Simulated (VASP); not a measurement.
A run of VASP 6.6.1 is set up as follows.

File INCAR:

```
SYSTEM = H10C5N2O
PREC = Accurate ; ENCUT = 520
EDIFF = 1E-6 ; ISMEAR = -1
SIGMA = 0.02 ; LREAL = Auto
LASPH = .True. ; NELM = 80
ALGO = Normal ; ISIF = 2
LWAVE = .False. ; LCHARG = .True.
GGA = PE ; IVDW = 12
LELF = .True. ; LVHAR = .True.
NBANDS = 70
```

File KPOINTS:

```
regular mesh
0
Gamma
  1 1 1
  0 0 0
```

File POSCAR:

```
H10C5N2O
1.0
    7.2785630000      0.0000000000      0.0000000000
    0.0000000000      7.2785630000      0.0000000000
    0.0000000000      0.0000000000      7.2785630000
C O H N
10 2 20 4
Direct
    0.4594725635      0.9804133041      0.2794370262
    0.5774216696      0.4095726038      1.1581819104
    0.0332208432      0.0823102033      0.3764067165
    0.0949775388      0.1584928234      0.5486385156
    0.8977046706      0.5958593750      0.4953175510
    1.0187587852      0.5367680406      0.3500965781
    0.5946503451      1.1039541734      0.7288526595
    0.7003305460      0.9684878732      0.8368135304
    0.2386185295      0.7028447786      0.8556771440
    0.3597001221      0.6349192828      0.7185896447
    0.6322813995      0.9257047030      0.3484204231
    0.6212490020      0.5974943131      1.1620013456
    0.3953527640      1.1084880353      0.3518139501
    0.6468996696      0.8039636395      0.2931073070
    0.4721811160      1.0281562446      0.1320590342
    0.3607580233      0.8671629276      0.2837235866
    0.5160908822      0.3798277215      1.2877267120
    0.6934885361      0.6359222281      1.0547686405
    0.4797787695      0.3911898544      1.0416479187
    0.7029959073      0.3366598599      1.1309924775
    0.0650265719      0.1677391540      0.2565478928
    0.0875447530     -0.0550245976      0.3531741087
   -0.1247636381      0.0739431671      0.3909562918
    0.8888567702      0.4811114502      0.5935374881
    0.9437439780      0.7285091851      0.5603990788
    0.7624994109      0.6177730412      0.4358415253
    0.6604600386      1.2376481457      0.7679812622
    0.6108211195      1.0528039669      0.5884678061
    0.4390839236      1.1083918625      0.7567153022
    0.3051701277      0.8088547149      0.9398283700
    0.1196115222      0.7735318084      0.7872570451
    0.1752681127      0.5920262008      0.9358715450
    0.1373760178      0.2187244927      0.6897927517
    1.1169924613      0.4984225595      0.2290974194
    0.7772962877      0.8556359270      0.9192336454
    0.4628523515      0.5851154960      0.6083481039
```

Potentials or basis: VASP PAW PBE potentials, release 64 (C, O, H, N).

The run is started by

```sh
$ cat potpaw_PBE.64/C/POTCAR potpaw_PBE.64/O/POTCAR potpaw_PBE.64/H/POTCAR potpaw_PBE.64/N/POTCAR > POTCAR
$ mpirun -np 1 vasp_gam > vasp.out
```

**Question.** What does it give for the dispersion energy per atom?

**Answer.** -0.052 eV.

**Question.** Predict the band gap on the k mesh.

**Answer.** 5.22 eV.

**Question.** Estimate the pressure.

**Answer.** 0.3 GPa.

**Question.** Estimate the largest force.

**Answer.** 2.399 eV/Å.

Forces on the atoms (eV/Å):
```
C   -1.031  2.054 -0.687
C   -0.395  0.618 -1.664
C   -1.798 -0.039  0.325
C    0.109 -0.318 -0.900
C    0.326  0.167  0.273
C    0.533  0.487 -0.500
C   -0.052 -0.287  1.420
C   -1.458  0.575 -0.333
C   -1.526  0.815 -0.257
C    0.115  0.082  0.171
O   -0.261  0.613  0.253
O    0.391  1.619  0.137
H    1.126 -1.594 -0.343
H    0.194 -0.553 -0.039
H   -0.099 -0.324  0.554
H   -0.128 -0.158  0.080
H   -0.413 -0.473  0.749
H   -0.065  0.008  0.040
H    0.051 -0.532  0.516
H    0.519 -0.983  0.083
H    0.087  0.170  0.133
H   -0.041 -0.176  0.102
H    1.301 -0.217 -0.537
H   -0.024  0.408  0.270
H   -0.186 -0.939 -0.279
H   -0.286 -0.049  0.094
H   -0.559 -0.325 -0.822
H    0.203  0.492 -0.464
H    1.525 -0.120  0.156
H    0.056 -0.292  0.229
H    0.552 -0.243  0.303
H    0.328  0.045  0.285
N    0.213  0.329  0.810
N   -0.325 -0.085  0.332
N    0.454 -0.353  0.180
N    0.563 -0.420 -0.675
```

Caveat: the k points lie up to 0.86 Å⁻¹ apart; the atoms stand as in a frame of molecular dynamics.
